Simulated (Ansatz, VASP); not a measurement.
TaSi6 in VASP and in Ansatz

```
Ta Si
1.0
     0.00000    3.84939    3.84939
     3.84939    0.00000    3.84939
     3.84939    3.84939    0.00000
Ta Si
1 6
Direct
  0.50000 0.50000 0.50000
  0.16165 0.83835 0.83835
  0.83835 0.16165 0.16165
  0.83835 0.16165 0.83835
  0.16165 0.83835 0.16165
  0.83835 0.83835 0.16165
  0.16165 0.16165 0.83835
```

Alike in both runs: task single point; functional PBE; k mesh 4 × 4 × 4; occupations gaussian, width 0.1 eV; no spin polarisation.

|  | VASP | Ansatz |
| --- | --- | --- |
| version | VASP 6.6.1 | Ansatz 0.2.0 |
| potentials or method | VASP PAW PBE potentials, release 64 (Ta_pv, Si), cutoff 520 eV | scalar-relativistic, plane waves, PAW |
| valence electrons in the cell | 35 | 37 |

|  | VASP | Ansatz | Ansatz less VASP |
| --- | --- | --- | --- |
| gap on the k mesh at the Fermi level (eV) | none | none | - |
| rms of the force components (eV/Å) | 22.606 | 22.894 | +0.2889 |

Atom by atom the forces differ by 0.289 eV/Å (rms over components). A gap of «none» marks a metal or a gap that the smearing closes. VASP's potentials hold 35 valence electrons a cell and Ansatz's 37, so a difference there can come from the potentials and not from the codes.

Spin-orbit coupling is off throughout.
